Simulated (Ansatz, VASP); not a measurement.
**CdSe in VASP and in Ansatz**

The input INCAR:

```
SYSTEM = CdSe
PREC = Accurate
ENCUT = 600
EDIFF = 1E-6
ISMEAR = -1
SIGMA = 0.05
LREAL = .False.
LASPH = .True.
NELM = 60
ALGO = Normal
ISIF = 3
LWAVE = .False.
LCHARG = .False.
GGA = B5
ALDAX = 1.0
AGGAX = 1.0
AGGAC = 1.0
ALDAC = 0.0
IVDW = 13
VDW_S6 = 1.0
VDW_S8 = 2.34076671
VDW_A1 = 0.44488865
VDW_A2 = 4.0933009
IBRION = 2
NSW = 60
EDIFFG = -0.01
```

The input KPOINTS:

```
regular mesh
0
Gamma
  8 8 8
  0 0 0
```

The input POSCAR:

```
CdSe
1.0
    0.0000000000      3.0702711986      3.0702711986
    3.0702711986      0.0000000000      3.0702711986
    3.0702711986      3.0702711986      0.0000000000
Cd Se
1 1
Direct
    0.0000000000      0.0000000000      0.0000000000
    0.2500000000      0.2500000000      0.2500000000
```

The input input.yaml:

```yaml
crystal:
  lattice:
    - [0.0, 3.0702711986, 3.0702711986]
    - [3.0702711986, 0.0, 3.0702711986]
    - [3.0702711986, 3.0702711986, 0.0]
  atoms:
    - { symbol: Cd, position: [0.0, 0.0, 0.0] }
    - { symbol: Se, position: [0.25, 0.25, 0.25] }
hamiltonian:
  xc: blyp
  pseudopotentials: { kind: paw }
  dispersion: d4
kpoints:
  mp_grid: { grid: [8, 8, 8] }
scf:
  occupations: { method: fermi_dirac, width: 0.05 }
output:
  forces: true
  stress: true
  write_density: true
  write_potential: true
  elf: true
  volumetric_format: npy
relax:
  f_tol: 0.01
  max_steps: 40
  cell: { stress_tol: 0.05 }
```

Alike in both runs: task relaxation of cell and atoms; functional BLYP; dispersion D4; k mesh 8 × 8 × 8; occupations fermi-dirac, width 0.05 eV; no spin polarisation.

```csv
,VASP,Ansatz
version,VASP 6.6.1,Ansatz 0.2.0
potentials or method,"VASP PAW PBE potentials, release 64 (Cd, Se)",Ansatz PAW
plane-wave cutoff (eV),600,420
valence electrons in the cell,18,36
```

Ansatz gave:

| Quantity | Value |
| --- | --- |
| gap on the k mesh at the Fermi level, each at its own relaxed structure (eV) | 0.46 |
| relaxed volume (Å³/atom) | 29.06 |
| relaxed cell length with the largest relative difference (Å) | 4.348 |

Q: Estimate VASP's values.

A: gap on the k mesh at the Fermi level, each at its own relaxed structure (eV): 0.48; relaxed volume (Å³/atom): 29.24; relaxed cell length with the largest relative difference (Å): 4.357.

VASP's potentials were made for PBE, not for BLYP. VASP's potentials hold 18 valence electrons a cell and Ansatz's 36, so a difference there can come from the potentials and not from the codes.

Noted on Ansatz's run: the plane-wave basis is chosen anew once the cell has moved, so the energies of steps on either side of that aren't comparable.
